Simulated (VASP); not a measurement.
The system is Ge.

```
Ge
1.0
     2.71320   -3.42483    0.00000
     2.71320    3.42483    0.00000
     0.00000    0.00000    6.10236
Ge
4
Cartesian
  1.7369 0.0000 4.0278
  3.6895 0.0000 4.0278
  2.7132 -1.7124 3.1859
  2.7132 1.7124 3.1859
```

The cell was generated, and may not be a known phase.

| Quantity | Value |
| --- | --- |
| Program | VASP 6.6.1 |
| Task | relaxation of cell and atoms |
| Functional | PBE |
| Potentials or basis | VASP PAW PBE potentials, release 64 (Ge_d) |
| Cutoff | 600 eV |
| k mesh | 4 × 4 × 4 |
| Occupations | gaussian, width 0.1 eV |
| Spin | no spin polarisation |

At the start: pressure 35.9 GPa; volume 28.35 Å³/atom.

Task: Where does the relaxation end?

Result: Over 69 steps the energy falls by 1978.8 meV/atom and the volume is 19.76 Å³/atom (-30.3 %); space group Cmm2 (No. 35, to 0.1 Å) before and after.

Step by step:
```
step  energy change (eV)  largest force (eV/Å)  pressure (GPa)  volume (Å³)
   1              0.0000               15.2738           35.87       113.41
   3             -4.0656                1.5342           -3.60       235.85
   5             -5.9190                0.4970           -2.50       163.84
   7             -6.2308                0.6514           -0.06       148.46
   9             -6.2495                0.6904            1.05       144.59
  11             -6.4624                0.2432           -1.55       152.49
  13             -6.5103                0.1725            0.03       146.60
  15             -6.5480                0.1950            0.02       145.60
  17             -6.5481                0.2901            0.68       142.43
  19             -6.5634                0.1459           -0.01       144.48
  21             -6.5673                0.0625           -0.48       145.18
  23             -6.5746                0.1042           -0.18       142.97
  25             -6.5747                0.1154           -0.08       142.56
  27             -6.5792                0.0928            0.03       140.21
  29             -6.5972                0.0504           -0.57       136.90
  31             -6.6323                0.3424           -2.34       120.23
  33             -6.6346                0.3531           -2.29       119.72
  35             -6.6426                0.4134           -2.42       117.40
  37             -6.6538                0.5204           -2.32       113.89
  39             -6.7107                0.6433           -1.36       110.54
  41             -6.7296                1.1481            3.66        97.82
  43             -6.7984                0.8150            0.93       102.60
  45             -6.9863                0.4881            0.70        95.81
  47             -7.2036                0.9206            1.08        87.34
  49             -7.5339                0.1552           -4.36        88.71
  51             -7.6249                0.1876           -2.44        84.81
  53             -7.6511                0.2066           -1.64        83.47
  55             -7.7091                0.3799            0.93        79.51
  57             -7.7383                0.5362            2.45        77.15
  59             -7.7977                0.5555            2.22        77.67
  61             -7.8017                0.5980            2.19        77.92
  63             -7.8659                0.2708           -1.49        81.53
  65             -7.9051                0.1236           -0.49        79.73
  67             -7.9129                0.0458            0.86        78.25
  69             -7.9150                0.0358            0.00        79.03
```

Final structure:
```
Ge
1.0
     3.01101   -3.09653    0.00000
     3.01101    3.09653    0.00000
     0.00000    0.00000    4.23794
Ge
4
Direct
  0.23765 0.23765 0.83461
  0.76235 0.76235 0.83461
  0.73543 0.26457 0.34750
  0.26457 0.73543 0.34750
```

Caveat: the k points lie up to 0.37 Å⁻¹ apart in the final cell, too coarse for converged energies and pressures of a metal; the volume moved by over 15 % at a fixed basis, so the end points are rough.
